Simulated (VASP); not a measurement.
## Fe3Ge: single point with PBEsol

The system is Fe3Ge.

```
Fe Ge
1.0
     3.66050    0.00000    0.00000
     0.00000    3.66050    0.00000
     0.00000    0.00000    3.66050
Fe Ge
3 1
Cartesian
  0.0000 1.8303 1.8303
  1.8303 1.8303 0.0000
  1.8303 0.0000 1.8303
  0.0000 0.0000 0.0000
```

```yaml
Program: VASP 6.6.1
Task: single point
Functional: PBEsol
Potentials_or_basis: VASP PAW PBE potentials, release 64 (Fe, Ge_d)
Cutoff: 520 eV
k_mesh: 9 × 9 × 9
Occupations: fermi-dirac, width 0.03 eV
Spin: collinear spin, ferromagnetic start
Starting_moments: "[0.54, 0.54, 0.54, 0.0] μB"
Fixed_moment: 1.62 μB
Dipole_correction: no
Further_INCAR_settings: ALGO = Normal; EDIFF = 1e-06; NBANDS = 31
```

The pressure is -23.4 GPa, the net moment is 1.62 μB per cell and the site moments are Fe +0.56; Ge -0.06 μB. The valence electrons inside the program's atomic spheres are Fe 7.22; Ge 12.43.

It used 100 s of CPU time on 1 thread of Intel Xeon 6975P-C, with other jobs on the host.

Caveat: the PAW data sets were made with another functional, which shifts forces and pressure a little; the total moment is fixed, so each spin has its own Fermi level.
